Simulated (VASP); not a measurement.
Write the native input for VASP 6.6.1 that does the following.

| Property | Result |
| --- | --- |
| Task | single point |
| Functional | PBE |
| Potentials or basis | VASP PAW PBE potentials, release 64 (Hf_pv) |
| Cutoff | 520 eV |
| k mesh | 15 × 15 × 15 |
| Occupations | fermi-dirac, width 0.05 eV |
| Spin | collinear spin, ferromagnetic start |
| Starting moments | [0.2] μB |
| Fixed moment | 0.2 μB |
| Dipole correction | no |
| Further INCAR settings | ALGO = Normal; EDIFF = 1e-06; NBANDS = 15 |

The structure of Hf lies in POSCAR:

```
Hf
1.0
    0.0000000000      2.2200000000      2.2200000000
    2.2200000000      0.0000000000      2.2200000000
    2.2200000000      2.2200000000      0.0000000000
Hf
1
Direct
    0.0000000000      0.0000000000      0.0000000000
```

These files were run (other wordings do the same):

INCAR

```
  PREC = Accurate
  ENCUT = 520
  EDIFF = 1E-6
  ISMEAR = -1
  SIGMA = 0.05
  LREAL = F
  LASPH = T
  NELM = 150
  ALGO = Normal
  ISIF = 2
  LWAVE = F
  LCHARG = F
  ISPIN = 2
  MAGMOM = 0.2
  LORBIT = 11
  NUPDOWN = 0.2
  LMAXMIX = 4
  GGA = PE
  NBANDS = 15
```

KPOINTS

```
Automatic mesh
0
Gamma
  15 15 15
```

Potentials or basis: VASP PAW PBE potentials, release 64 (Hf_pv).

Command:

```bash
$ cat potpaw_PBE.64/Hf_pv/POTCAR > POTCAR
$ mpirun -np 1 vasp_std > vasp.out
```

It gave:

```
Pressure                                              : 2.8 GPa
Net moment                                            : 0.20 μB per cell
Site moments                                          : Hf +0.14 μB
Valence electrons inside the program's atomic spheres : Hf 8.37
```

Caveat: the total moment is fixed, so each spin has its own Fermi level.

Wall time 32 s on 1 thread of Intel(R) Xeon(R) Platinum 8488C (Sapphire Rapids), with other jobs on the host, peak memory 0.19 GiB.
